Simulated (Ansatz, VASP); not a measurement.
## MgO in VASP and in Ansatz

```
Mg O
1.0
     3.35626    0.00000    0.00000
    -1.67813    2.90661    0.00000
     0.00000    0.00000    4.54807
Mg O
2 2
Direct
  0.66667 0.33333 0.75000
  0.33333 0.66667 0.25000
  0.66667 0.33333 0.25000
  0.33333 0.66667 0.75000
```

Alike in both runs: task single point; functional PBEsol; k mesh 9 × 9 × 6; occupations gaussian, width 0.05 eV; no spin polarisation.

|  | VASP | Ansatz |
| --- | --- | --- |
| version | VASP 6.6.1 | Ansatz 0.2.0 |
| potentials or method | VASP PAW PBE potentials, release 64 (Mg, O), cutoff 520 eV | scalar-relativistic, plane waves, PAW |
| valence electrons in the cell | 16 | 32 |

Ansatz gave:

```
gap on the k mesh at the Fermi level (eV)                     : 3.16
least direct gap on the mesh (eV)                             : 3.16
pressure (GPa)                                                : 3.0
traceless stress, the component that is largest in VASP (GPa) : -11.81
```

Task: What did VASP give for the same quantities?

Result: gap on the k mesh at the Fermi level (eV): 3.15; least direct gap on the mesh (eV): 3.15; pressure (GPa): 2.7; traceless stress, the component that is largest in VASP (GPa): -11.98.

VASP's potentials were made for PBE, not for PBEsol, and Ansatz warns of the same on its side. With one functional, cell and mesh, what is left measures potentials, basis and numerics. VASP's potentials hold 16 valence electrons a cell and Ansatz's 32, so a difference there can come from the potentials and not from the codes.
